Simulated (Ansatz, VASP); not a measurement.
# RuI2N6: VASP beside Ansatz

```
CELL_PARAMETERS angstrom
0.00000 3.87524 3.87524
3.87524 0.00000 3.87524
3.87524 3.87524 0.00000
ATOMIC_POSITIONS crystal
Ru 0.00000 0.00000 0.00000
I 0.75000 0.75000 0.75000
I 0.25000 0.25000 0.25000
N 0.74769 0.74769 0.25231
N 0.25231 0.74769 0.25231
N 0.74769 0.25231 0.25231
N 0.25231 0.25231 0.74769
N 0.74769 0.25231 0.74769
N 0.25231 0.74769 0.74769
```

Alike in both runs: task single point; functional PBE; k mesh 5 × 5 × 5; occupations fermi-dirac, width 0.15 eV; no spin polarisation.

|  | VASP | Ansatz |
| --- | --- | --- |
| version | VASP 6.6.1 | Ansatz 0.2.0 |
| potentials or method | VASP PAW PBE potentials, release 64 (Ru_pv, I, N) | plane waves, PAW |
| plane-wave cutoff (eV) | 520 | 420 |
| valence electrons in the cell | 58 | 80 |

```tsv
	VASP	Ansatz	Ansatz less VASP
gap on the k mesh at the Fermi level (eV)	none	none	-
pressure (GPa)	0.2	0.3	+0.14
```

A gap of «none» marks a metal or a gap that the smearing closes. VASP's potentials hold 58 valence electrons a cell and Ansatz's 80, so a difference there can come from the potentials and not from the codes.

Spin-orbit coupling is off throughout.
